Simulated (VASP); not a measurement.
Runs of VASP 6.6.1 on CdS. The structure is cubic, space group F-43m (No. 216). Conventional cell: a = 5.878 Å, b = 5.878 Å, c = 5.878 Å, α = 90.00°, β = 90.00°, γ = 90.00°. Within 3.4 Å of Cd (site symmetry -43m) lie 4 S at 2.55 Å. S (site symmetry -43m) has 4 Cd at 2.55 Å within 3.4 Å. 

| level | potentials or basis | spin | k mesh | smearing | grid for exact exchange (PRECFOCK) | share of exact exchange | screening parameter | gap on the mesh (eV) | pressure (GPa) |
| --- | --- | --- | --- | --- | --- | --- | --- | --- | --- |
| PBE | VASP PAW PBE potentials, release 64 (Cd, S) | non-collinear, zero start, SOC | 4 × 4 × 4 | fermi-dirac 0.02 eV | - | - | - | - | 1.8 |
| PBE | VASP PAW PBE potentials, release 64 (Cd, S) | off | 6 × 6 × 6 | gaussian 0.01 eV | - | - | - | 1.10 | (c) |
| HSE06 | VASP PAW PBE potentials, release 64 (Cd, S) | off | 4 × 4 × 4 | gaussian 0.01 eV | Normal | 0.25 | 0.2079 1/Å | 2.12 | 0.7 |
| r2SCAN | VASP PAW PBE potentials, release 64 (Cd, S) | off | 6 × 6 × 6 | gaussian 0.01 eV | - | - | - | 1.54 | (b) |
| LDA | VASP PAW LDA potentials, release 64 (Cd, S) | off | 4 × 4 × 4 | gaussian 0.01 eV | - | - | - | 0.82 | (a) |

Alike in all rows: task single point; cell as given; cutoff (eV) 520.

Question: Estimate the missing entries.

Answer: (a) -3.1; (b) 0.3; (c) 1.7.

Caveats: some runs use coarse meshes; the PAW data sets were made with another functional, which shifts forces and pressure a little (at least some runs).

A k mesh can miss the band edges, and rows without SOC leave out spin-orbit coupling on Cd.
